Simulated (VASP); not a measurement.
A run of VASP 6.6.1 is set up as follows.

POSCAR

```
BaHfO3
1.0
    4.1352881831      0.0000000000      0.0000000000
    0.0000000000      4.1770587708      0.0000000000
    0.0000000000      0.0000000000      4.1770587708
Ba Hf O
1 1 3
Direct
    0.0000000000      0.0000000000      0.0000000000
    0.5000000000      0.5000000000      0.5000000000
    0.5000000000      0.5000000000      0.0000000000
    0.5000000000      0.0000000000      0.5000000000
    0.0000000000      0.5000000000      0.5000000000
```

Contents of INCAR.step1:

```
SYSTEM = BaHfO3
ALGO = Normal ; EDIFF = 1E-5
ENCUT = 520 ; GGA = PE
ISIF = 2 ; ISMEAR = 0
KPAR = 4 ; LASPH = .True.
LCHARG = .False. ; LREAL = .False.
LWAVE = .True. ; NBANDS = 27
NELM = 60 ; PREC = Accurate
SIGMA = 0.01
```

File INCAR.step2:

```
SYSTEM = BaHfO3
ALGO = Normal ; EDIFF = 1E-6
ENCUT = 520 ; GGA = PE
HFSCREEN = 0.2079 ; ISIF = 2
ISMEAR = 0 ; ISTART = 1
KPAR = 4 ; LASPH = .True.
LCHARG = .False. ; LHFCALC = .True.
LREAL = .False. ; LWAVE = .False.
NBANDS = 27 ; NELM = 60
PREC = Accurate ; PRECFOCK = Fast
SIGMA = 0.01
```

KPOINTS

```
k-points
0
Gamma
  4 4 4
  0 0 0
```

Potentials or basis: VASP PAW PBE potentials, release 64 (Ba_sv, Hf_pv, O).

Run with:

```console
$ cat potpaw_PBE.64/Ba_sv/POTCAR potpaw_PBE.64/Hf_pv/POTCAR potpaw_PBE.64/O/POTCAR > POTCAR
$ cp INCAR.step1 INCAR
$ mpirun -np 4 vasp_std > vasp.out
$ cp INCAR.step2 INCAR
$ mpirun -np 4 vasp_std > vasp.out
```

(1) What does it give for the band gap on the k mesh?

(2) What does it give for the pressure?

Answers

(1) 5.03 eV (least direct gap 5.27 eV).

(2) 0.3 GPa.

Caveat: the cell differs from its parent crystal (uniaxial x strain -1.0%); the PAW data sets were made with another functional, which shifts forces and pressure a little; spin-orbit coupling is left out, which moves the levels of the heavy elements.
